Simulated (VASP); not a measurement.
# Sb (Fm-3m) in VASP: notebook, part 2 of 2

VASP 6.6.1. The steps go on from the part before.

### 5 Single point, PBEsol

This run uses another cell than the first one, of 21.52 Å³/atom.

File INCAR:

```
ALGO = Normal
EDIFF = 1E-6
ENCUT = 520
GGA = PS
ISIF = 2
ISMEAR = -1
LASPH = T
LCHARG = F
LREAL = F
LWAVE = F
NBANDS = 8
NELM = 60
PREC = Accurate
SIGMA = 0.05
```

File KPOINTS:

```
k-points
0
Gamma
  10 10 10
```

File POSCAR:

```
Sb
1.0
    0.0000000000      2.2076196747      2.2076196747
    2.2076196747      0.0000000000      2.2076196747
    2.2076196747      2.2076196747      0.0000000000
Sb
1
Direct
    0.0000000000      0.0000000000      0.0000000000
```

Potentials or basis: VASP PAW PBE potentials, release 64 (Sb).

Launch:

```sh
cat potpaw_PBE.64/Sb/POTCAR > POTCAR
mpirun -np 1 vasp_std > vasp.out
```

OUTCAR:

```text
EDIFF = 1E-6
   ENCUT = 520
   GGA = PS
   ISIF = 2
   ISMEAR = -1
   LASPH = T
   LREAL = F
   NELM = 60
   PREC = Accurate

 ion  position               nearest neighbor table
   1  0.000  0.000  0.000-

  LATTYP: Found a face centered cubic cell.
 ALAT       =     4.4152393494

  Lattice vectors:

 A1 = (   0.0000000000,   2.2076196747,   2.2076196747)
 A2 = (   2.2076196747,   0.0000000000,   2.2076196747)
 A3 = (   2.2076196747,   2.2076196747,   0.0000000000)

Analysis of symmetry for initial positions (statically):
=====================================================================
 Subroutine PRICEL returns:
 Original cell was already a primitive cell.

 Routine SETGRP: Setting up the symmetry group for a
 face centered cubic supercell.

 Subroutine GETGRP returns: Found 48 space group operations
 (whereof 48 operations were pure point group operations)
 out of a pool of 48 trial point group operations.

The static configuration has the point symmetry O_h .

Analysis of symmetry for dynamics (positions and initial velocities):
=====================================================================
 Subroutine PRICEL returns:
 Original cell was already a primitive cell.

 Routine SETGRP: Setting up the symmetry group for a
 face centered cubic supercell.

 Subroutine GETGRP returns: Found 48 space group operations
 (whereof 48 operations were pure point group operations)
 out of a pool of 48 trial point group operations.

The dynamic configuration has the point symmetry O_h .

 Subroutine INISYM returns: Found 48 space group operations
 (whereof 48 operations are pure point group operations),
 and found     1 'primitive' translations

----------------------------------------------------------------------------------------

                                     Primitive cell
[... 107 lines left out ...]
   IMIX   =      4    mixing-type and parameters
     AMIX     =   0.40;   BMIX     =  1.00
     AMIX_MAG =   1.60;   BMIX_MAG =  1.00
  volume/ion in A,a.u.               =      21.52       145.21
  Fermi-wavevector in a.u.,A,eV,Ry     =   1.006462  1.901937 13.782227  1.012965
  Thomas-Fermi vector in A             =   2.139206
   LORBIT       =      0    0 simple, 1 ext, 2 COOP (PROOUT), +10 PAW based schemes
   GGA     = PS    functional components
   LHFCALC =     F    Hartree Fock is set to
   AEXX    =    0.0000 exact exchange contribution
   IVDW    =     0    specifies the selected vdW correction
   LEPSILON=     F    determine dielectric tensor
   LRPA    =     F    only Hartree local field effects (RPA)
 non-spin polarized calculation
  energy-cutoff  :      520.00
  volume of cell :       21.52
 maximum number of plane-waves:       589
   NGX = 11   NGY = 11   NGZ = 11

 number of electron       5.0000000 magnetization

 Free energy of the ion-electron system (eV)
  ---------------------------------------------------
  ext. energy  EPLUGINS =         0.00000000
  ---------------------------------------------------
  free energy    TOTEN  =        -4.05934375 eV

  energy without entropy =       -4.05634389  energy(sigma->0) =       -4.05784382

 E-fermi :  11.5768     XC(G=0): -11.3330

 val. band max:       11.4454456353   @ k =  -0.2000   0.2000   0.0000
 cond. band min:      11.6056430658   @ k =  -0.2000   0.1000   0.0000
 fundamental gap:      0.1601974304
 Fermi energy:        11.5767703473

 k-point     1 :       0.0000    0.0000    0.0000
  band No.  band energies     occupation
      1      -3.3224      2.00000
      2      18.7312      0.00000
      3      18.7312      0.00000
      4      18.7312      0.00000
      5      21.7552      0.00000
      6      22.3984      0.00000
      7      22.3984      0.00000
      8      22.3984      0.00000
[... 243 lines left out ...]
 k-point    24 :       0.4000    0.3000    0.0000
  band No.  band energies     occupation
      1       0.7847      2.00000
      2       9.7202      2.00000
      3      11.7469      0.06448
      4      12.9932      0.00000
      5      16.8732      0.00000
      6      18.4767      0.00000
      7      27.9136      0.00000
      8      29.0743      0.00000

 [... further k-points ...]

------------------------ aborting loop because EDIFF is reached ----------------------------------------

  FORCE on cell =-STRESS in cart. coord.  units (eV):
  Direction    XX          YY          ZZ          XY          YZ          ZX
  --------------------------------------------------------------------------------------
  -------------------------------------------------------------------------------------
  Total        2.7232854      2.7232854      2.7232854     -0.0000000     -0.0000000     -0.0000000
  in kB      202.7687273    202.7687273    202.7687273     -0.0000000     -0.0000000     -0.0000000
  external PRESSURE =     202.7687273 kB  Pullay stress =       0.0000000 kB

 VOLUME and BASIS-vectors are now :
 -----------------------------------------------------------------------------
  energy-cutoff  :      520.00
  volume of cell :       21.52
      direct lattice vectors                 reciprocal lattice vectors
     0.000000000  2.207619675  2.207619675    -0.226488288  0.226488288  0.226488288
     2.207619675  0.000000000  2.207619675     0.226488288 -0.226488288  0.226488288
     2.207619675  2.207619675  0.000000000     0.226488288  0.226488288 -0.226488288

 POSITION                                       TOTAL-FORCE (eV/Angst)
 -----------------------------------------------------------------------------------
      0.00000      0.00000      0.00000         0.000000      0.000000      0.000000
 -----------------------------------------------------------------------------------
    total drift:                                0.000000      0.000000     -0.000000

  FREE ENERGIE OF THE ION-ELECTRON SYSTEM (eV)
  ---------------------------------------------------
  free  energy   TOTEN  =        -4.0593437499 eV

  energy  without entropy=       -4.0563438899  energy(sigma->0) =       -4.05784382
```

OSZICAR:

```text
N       E                     dE             d eps       ncg     rms          rms(c)
DAV:   1     0.499428189900E+01    0.49943E+01   -0.18032E+03   808   0.426E+02
DAV:   2    -0.398257124322E+01   -0.89769E+01   -0.84975E+01  1048   0.544E+01
DAV:   3    -0.406936979283E+01   -0.86799E-01   -0.86722E-01   928   0.614E+00
DAV:   4    -0.406956822891E+01   -0.19844E-03   -0.19844E-03  1184   0.353E-01
DAV:   5    -0.406956857739E+01   -0.34848E-06   -0.35016E-06   936   0.940E-03    0.254E+00
DAV:   6    -0.406323800227E+01    0.63306E-02   -0.64507E-04  1056   0.124E-01    0.151E+00
DAV:   7    -0.405935119191E+01    0.38868E-02   -0.15860E-03   848   0.192E-01    0.286E-02
DAV:   8    -0.405934467354E+01    0.65184E-05   -0.19883E-05  1216   0.355E-02    0.784E-03
DAV:   9    -0.405934374992E+01    0.92363E-06   -0.48111E-07   808   0.397E-03
   1 F= -.40593437E+01 E0= -.40578438E+01  d E =-.299986E-02
```

stdout:

```text
POSCAR found type information on POSCAR Sb
 POSCAR found :  1 types and       1 ions
 scaLAPACK will be used
 -----------------------------------------------------------------------------
|                                                                             |
|                                                                             |
|     You enforced a specific xc type in the INCAR file but a different       |
|     I HOPE YOU KNOW WHAT YOU ARE DOING!                                     |
|                                                                             |
 -----------------------------------------------------------------------------

 LDA part: xc-table for (Slater+PW92), standard interpolation
 POSCAR, INCAR and KPOINTS ok, starting setup
 FFT: planning ... GRIDC
 FFT: planning ... GRID_SOFT
 FFT: planning ... GRID
 WAVECAR not read
 entering main loop
```

It took 4.5 s on 1 thread of Intel Xeon 6975P-C (Granite Rapids), shared host; peak memory 0.13 GiB.

What came out:

* Free energy: -4.0593 eV
* Pressure: 20.3 GPa
* Band gap on the k mesh: zero (an odd number of electrons rules out a gap without spin polarisation)

Caveat: the cell stands under pressure; the PAW data sets were made with another functional, which shifts forces and pressure a little; spin-orbit coupling is left out, which moves the levels of the heavy elements.

### 6 The runs side by side

```tsv
level	cell	k mesh	grid for exact exchange (PRECFOCK)	share of exact exchange	gap on the mesh (eV)	pressure (GPa)
r2SCAN-based global hybrid with 35 % exact exchange	a = 3.353 Å, angles 60.0°, 1 atom	6 × 6 × 6	Normal	0.35	none	-3.5
r2SCAN-based global hybrid with 50 % exact exchange	a = 3.353 Å, angles 60.0°, 1 atom	6 × 6 × 6	Normal	0.5	none	-6.2
PBEsol	a = 3.063 Å, angles 60.0°, 1 atom	10 × 10 × 10	-	-	none	30.5
PBEsol	a = 3.122 Å, angles 60.0°, 1 atom	10 × 10 × 10	-	-	none	20.3
```

Alike in all rows: task single point; potentials or basis VASP PAW PBE potentials, release 64 (Sb); no spin polarisation; cutoff (eV) 520; smearing fermi-dirac 0.05 eV.

Caveats: some runs use coarse meshes; the PAW data sets were made with another functional, which shifts forces and pressure a little; spin-orbit coupling is left out, which moves the levels of the heavy elements; the cell stands under pressure (at least some runs).

Absolute energies hang on the potentials; compare differences alone.
